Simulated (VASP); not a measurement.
Sm:

```
CELL_PARAMETERS angstrom
3.60395 0.00000 0.00000
-1.80197 3.12111 0.00000
0.00000 0.00000 5.88645
ATOMIC_POSITIONS crystal
Sm 0.33333 0.66667 0.75000
Sm 0.66667 0.33333 0.25000
```

This isn't the form of Sm at room conditions, which is rhombohedral.

```yaml
Program: VASP 6.6.1
Task: relaxation of cell and atoms
Functional: PBE
Potentials_or_basis: VASP PAW PBE potentials, release 64 (Sm)
Cutoff: 600 eV
k_mesh: 6 × 6 × 4
Occupations: gaussian, width 0.05 eV
Spin: collinear spin, ferromagnetic start
Starting_moments: "[5.0, 5.0] μB"
```

At the start: pressure 3.4 GPa; volume 33.11 Å³/atom.

Question: How do energy, volume and symmetry change on relaxing?

Answer: Over 7 steps the energy falls by 58.7 meV/atom and the volume is 38.68 Å³/atom (+16.8 %); space group P6_3/mmc (No. 194, to 0.1 Å) before and after; moment 13.19 μB per cell.

Step by step:
| step | energy change (eV) | largest force (eV/Å) | pressure (GPa) | volume (Å³) |
| --- | --- | --- | --- | --- |
| 1 | 0.0000 | 0.0000 | 3.43 | 66.21 |
| 2 | -0.1007 | 0.0000 | 1.09 | 73.23 |
| 3 | -0.1158 | 0.0000 | 0.15 | 76.89 |
| 4 | -0.1162 | 0.0000 | -0.04 | 77.62 |
| 5 | -0.1162 | 0.0000 | 0.03 | 77.38 |
| 6 | -0.1171 | 0.0000 | 0.05 | 77.37 |
| 7 | -0.1174 | 0.0000 | 0.06 | 77.36 |

Final structure:
```xyz
2
Lattice="3.8273 0.0000 0.0000 -1.9137 3.3146 0.0000 0.0000 0.0000 6.0981" Properties=species:S:1:pos:R:3 pbc="T T T"
Sm    0.0000    2.2097    4.5735
Sm    1.9137    1.1049    1.5245
```

Caveat: the magnetic or orbital state may not be the lowest; the volume moved by over 15 % at a fixed basis, so the end points are rough; the highest band is partly filled, so the run has too few bands; semilocal functionals describe open f shells poorly, which spoils levels, moments and volumes.
